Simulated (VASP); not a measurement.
Ti3Al: single point with PBEsol

Ti3Al:

```
Ti Al
1.0
     0.00000    3.19111    3.19111
     3.19111    0.00000    3.19111
     3.19111    3.19111    0.00000
Ti Al
3 1
Direct
  0.75000 0.75000 0.75000
  0.25000 0.25000 0.25000
  0.00000 0.00000 0.00000
  0.50000 0.50000 0.50000
```

```json
{"Program": "VASP 6.6.1", "Task": "single point", "Functional": "PBEsol", "Potentials or basis": "VASP PAW PBE potentials, release 64 (Ti_sv, Al)", "Cutoff": "520 eV", "k mesh": "12 × 12 × 12", "Occupations": "gaussian, width 0.15 eV", "Spin": "collinear spin, ferromagnetic start", "Starting moments": "[0.6, 0.6, 0.6, 0.0] μB", "Fixed moment": "1.8 μB"}
```

```json
{
  "Pressure": "0.1 GPa",
  "Net moment": "1.80 μB per cell",
  "Site moments": "Ti +0.23, +0.90; Al -0.02 μB",
  "Valence electrons inside the program's atomic spheres": "Ti 10.29, 10.36; Al 0.84"
}
```

Run time: 6.8 min on 1 thread of Oxide Virtual Turin-like Processor, with other jobs on the host, peak memory 0.35 GiB.

Caveat: the PAW data sets were made with another functional, which shifts forces and pressure a little; the total moment is fixed, so each spin has its own Fermi level.
